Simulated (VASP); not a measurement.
# In (P6/mmm) in VASP: a series of runs

Runs on In. Level: PBE. Tasks: relaxation of shape and atoms at fixed volume.

Program: VASP 6.6.1. These are calculated values, not measurements. Logs are shortened: lines on timing, memory, paths and dates and some standing lists are left out, and cuts for length are marked.

### Step 1. The cell of the first run

The structure is hexagonal, space group P6/mmm (No. 191). The conventional cell has a = 3.979 Å, b = 3.979 Å, c = 2.445 Å, α = 90.00°, β = 90.00°, γ = 120.00°. In (site symmetry 6/mmm) has 14 In at 2.44 to 2.60 Å within 3.2 Å. Within 3.0 Å of In (site symmetry -6m2) lie 11 In at 2.30 to 2.60 Å.

This isn't the form of In at room conditions, which is tetragonal.

### Step 2. Relaxation of shape and atoms at fixed volume, PBE

Input file INCAR:

```
SYSTEM = In
PREC = Accurate ; ENCUT = 600
EDIFF = 1E-6 ; ISMEAR = -1
SIGMA = 0.1 ; LREAL = .FALSE.
LASPH = .TRUE. ; NELM = 80
ALGO = Normal ; ISIF = 4
LWAVE = .FALSE. ; LCHARG = .FALSE.
GGA = PE ; IBRION = 2
NSW = 50 ; EDIFFG = -0.005
```

Input file KPOINTS:

```
Automatic mesh
0
G
  8 8 10
  0 0 0
```

Input file POSCAR:

```
In
1.0
    3.9793375890      0.0000000000      0.0000000000
   -1.9896687945      3.4462074423      0.0000000000
    0.0000000000      0.0000000000      2.4449709397
In
3
Direct
    0.0000000000      0.0000000000      0.0000000000
    0.3333333333      0.6666666667      0.5000000000
    0.6666666667      0.3333333333      0.5000000000
```

Potentials or basis: VASP PAW PBE potentials, release 64 (In_d).

On the command line:

```
$ cat potpaw_PBE.64/In_d/POTCAR > POTCAR
$ mpirun -np 1 vasp_std > vasp.out
```

OUTCAR:

```text
SYSTEM = In
   PREC = Accurate
   ENCUT = 600
   EDIFF = 1E-6
   ISMEAR = -1
   LREAL = .FALSE.
   LASPH = .TRUE.
   NELM = 80
   ISIF = 4
   GGA = PE
   IBRION = 2
   NSW = 50
   EDIFFG = -0.005

 ion  position               nearest neighbor table
   1  0.000  0.000  0.000-   2 2.60   3 2.60   2 2.60   3 2.60   2 2.60   2 2.60   3 2.60   3 2.60
                             3 2.60   3 2.60   2 2.60   2 2.60
   2  0.333  0.667  0.500-   3 2.30   3 2.30   3 2.30   1 2.60   1 2.60   1 2.60   1 2.60   1 2.60
                             1 2.60   3 3.36   3 3.36   3 3.36   3 3.36   3 3.36   3 3.36
   3  0.667  0.333  0.500-   2 2.30   2 2.30   2 2.30   1 2.60   1 2.60   1 2.60   1 2.60   1 2.60
                             1 2.60   2 3.36   2 3.36   2 3.36   2 3.36   2 3.36   2 3.36

  LATTYP: Found a hexagonal cell.
 ALAT       =     3.9793375890
 C/A-ratio  =     0.6144165668

  Lattice vectors:

 A1 = (   3.9793375890,   0.0000000000,   0.0000000000)
 A2 = (  -1.9896687945,   3.4462074423,   0.0000000000)
 A3 = (   0.0000000000,   0.0000000000,   2.4449709397)

Analysis of symmetry for initial positions (statically):
=====================================================================
 Subroutine PRICEL returns:
 Original cell was already a primitive cell.

 Routine SETGRP: Setting up the symmetry group for a
 hexagonal supercell.

 Subroutine GETGRP returns: Found 24 space group operations
 (whereof 24 operations were pure point group operations)
 out of a pool of 24 trial point group operations.

The static configuration has the point symmetry D_6h.

Analysis of symmetry for dynamics (positions and initial velocities):
=====================================================================
 Subroutine PRICEL returns:
 Original cell was already a primitive cell.

 Routine SETGRP: Setting up the symmetry group for a
 hexagonal supercell.

 Subroutine GETGRP returns: Found 24 space group operations
 (whereof 24 operations were pure point group operations)
 out of a pool of 24 trial point group operations.

The dynamic configuration has the point symmetry D_6h.

 Subroutine INISYM returns: Found 24 space group operations
 (whereof 24 operations are pure point group operations),
 and found     1 'primitive' translations

----------------------------------------------------------------------------------------

                                     Primitive cell

  volume of cell :      33.5294

  direct lattice vectors                    reciprocal lattice vectors
     3.979337589  0.000000000  0.000000000     0.251298106  0.145087029  0.000000000
    -1.989668795  3.446207442  0.000000000     0.000000000  0.290174059  0.000000000
[... 115 lines left out ...]
   IVDW    =     0    specifies the selected vdW correction
   LEPSILON=     F    determine dielectric tensor
   LRPA    =     F    only Hartree local field effects (RPA)
 conjugate gradient relaxation of ions
 non-spin polarized calculation
  energy-cutoff  :      600.00
  volume of cell :       33.53
 maximum number of plane-waves:      1136
 NGX is ok and might be reduce to    32
   NGX = 15   NGY = 15   NGZ =  9

--------------------------------------- Ionic step        1  -------------------------------------------

 number of electron      38.9999993 magnetization

 Free energy of the ion-electron system (eV)
  ---------------------------------------------------
  ext. energy  EPLUGINS =         0.00000000
  ---------------------------------------------------
  free energy    TOTEN  =        13.16615647 eV

  energy without entropy =       13.19655635  energy(sigma->0) =       13.18135641

------------------------ aborting loop because EDIFF is reached ----------------------------------------

  FORCE on cell =-STRESS in cart. coord.  units (eV):
  Direction    XX          YY          ZZ          XY          YZ          ZX
  --------------------------------------------------------------------------------------
  -------------------------------------------------------------------------------------
  Total       70.6480883     70.6480883     65.9106055      0.0000000     -0.0000000      0.0000000
  in kB     3375.8651866   3375.8651866   3149.4881716      0.0000000     -0.0000000      0.0000000
  external PRESSURE =    3300.4061816 kB  Pullay stress =       0.0000000 kB
[... 92 lines left out ...]
  FREE ENERGIE OF THE ION-ELECTRON SYSTEM (eV)
  ---------------------------------------------------
  free  energy   TOTEN  =        13.1311607526 eV

  energy  without entropy=       13.1632813420  energy(sigma->0) =       13.14722105

[... ionic steps 4 to 14 ...]

--------------------------------------- Ionic step       15  -------------------------------------------

 number of electron      38.9999994 magnetization

------------------------ aborting loop because EDIFF is reached ----------------------------------------
[... 69 lines left out ...]
--------------------------------------- Ionic step       17  -------------------------------------------

 number of electron      38.9999994 magnetization

 Free energy of the ion-electron system (eV)
  ---------------------------------------------------
  ext. energy  EPLUGINS =         0.00000000
  ---------------------------------------------------
  free energy    TOTEN  =        13.13107365 eV

  energy without entropy =       13.16342973  energy(sigma->0) =       13.14725169

 E-fermi :  23.7928     XC(G=0): -15.0383

 val. band max:       23.7877590977   @ k =   0.1250   0.1250   0.3000
 cond. band min:      23.8549918367   @ k =   0.0000   0.0000   0.4000
 fundamental gap:      0.0672327389
 Fermi energy:        23.7927505244

 k-point     1 :       0.0000    0.0000    0.0000
  band No.  band energies     occupation
      1       3.0312      2.00000
      2       4.5299      2.00000
      3       4.6580      2.00000
      4       4.6723      2.00000
      5       4.9458      2.00000
      6       4.9458      2.00000
[... 613 lines left out ...]
     22      28.6997      0.00000
     23      30.2215      0.00000

 [... further k-points ...]

------------------------ aborting loop because EDIFF is reached ----------------------------------------

  FORCE on cell =-STRESS in cart. coord.  units (eV):
  Direction    XX          YY          ZZ          XY          YZ          ZX
  --------------------------------------------------------------------------------------
  -------------------------------------------------------------------------------------
  Total       68.9362744     68.9362744     68.9319636      0.0000000     -0.0000000     -0.0000000
  in kB     3294.0674626   3294.0674623   3293.8614751      0.0000000     -0.0000000     -0.0000000
  external PRESSURE =    3293.9988000 kB  Pullay stress =       0.0000000 kB
[... 18 lines left out ...]
  FREE ENERGIE OF THE ION-ELECTRON SYSTEM (eV)
  ---------------------------------------------------
  free  energy   TOTEN  =        13.1310736493 eV

  energy  without entropy=       13.1634297335  energy(sigma->0) =       13.14725169

 reached required accuracy - stopping structural energy minimisation
```

OSZICAR:

```text
N       E                     dE             d eps       ncg     rms          rms(c)
DAV:   1     0.378100573320E+03    0.37810E+03   -0.20956E+04  2928   0.332E+03
DAV:   2     0.403527509096E+02   -0.33775E+03   -0.33479E+03  2788   0.545E+02
DAV:   3     0.127298387847E+02   -0.27623E+02   -0.27348E+02  3205   0.194E+02
DAV:   4     0.119685379455E+02   -0.76130E+00   -0.76008E+00  3500   0.337E+01
[... 86 lines left out ...]
  16 F= 0.13131074E+02 E0= 0.13147240E+02  d E =-.233525E-05
       N       E                     dE             d eps       ncg     rms          rms(c)
DAV:   1     0.131310716032E+02   -0.20414E-05   -0.65419E-05  3604   0.790E-02    0.755E-03
DAV:   2     0.131310729775E+02    0.13743E-05   -0.21535E-06  1857   0.338E-02    0.448E-03
DAV:   3     0.131310736493E+02    0.67184E-06   -0.17745E-06  1986   0.212E-02
  17 F= 0.13131074E+02 E0= 0.13147252E+02  d E =-.268089E-05
```

It took 4.3 min on 1 thread of Intel Xeon 8259CL, shared host; peak memory 0.18 GiB.

What came out:

```yaml
Free_energy: 13.1311 eV
Energy_gained_by_relaxing: 11.7 meV/atom
Ionic_steps: 17
Pressure_after_relaxing: 329.4 GPa
```

The path:
```tsv
step	energy change (eV)	largest force (eV/Å)	pressure (GPa)	volume (Å³)
1	0.0000	0.0000	330.04	33.53
2	0.1648	0.0000	331.56	33.53
3	-0.0350	0.0000	329.42	33.53
4	-0.0351	0.0000	329.40	33.53
5	-0.0351	0.0000	329.40	33.53
6	-0.0351	0.0000	329.40	33.53
7	-0.0351	0.0000	329.40	33.53
8	-0.0351	0.0000	329.40	33.53
9	-0.0351	0.0000	329.40	33.53
10	-0.0351	0.0000	329.40	33.53
11	-0.0351	0.0000	329.40	33.53
12	-0.0351	0.0000	329.40	33.53
13	-0.0351	0.0000	329.40	33.53
14	-0.0351	0.0000	329.41	33.53
15	-0.0351	0.0000	329.40	33.53
16	-0.0351	0.0000	329.40	33.53
17	-0.0351	0.0000	329.40	33.53
```

Final structure:
```cif
data_structure
_symmetry_space_group_name_H-M 'P 1'
_symmetry_Int_Tables_number 1
_cell_length_a 4.0083
_cell_length_b 4.0083
_cell_length_c 2.4097
_cell_angle_alpha 90.000
_cell_angle_beta 90.000
_cell_angle_gamma 120.000
_cell_volume 33.53
loop_
_atom_site_label
_atom_site_type_symbol
_atom_site_fract_x
_atom_site_fract_y
_atom_site_fract_z
_atom_site_occupancy
In1 In 0.00000 0.00000 0.00000 1
In2 In 0.33333 0.66667 0.50000 1
In3 In 0.66667 0.33333 0.50000 1
```

Caveat: the highest band is partly filled, so the run has too few bands; spin-orbit coupling is left out, which moves the levels of the heavy elements.

[end of part 1 of 2]
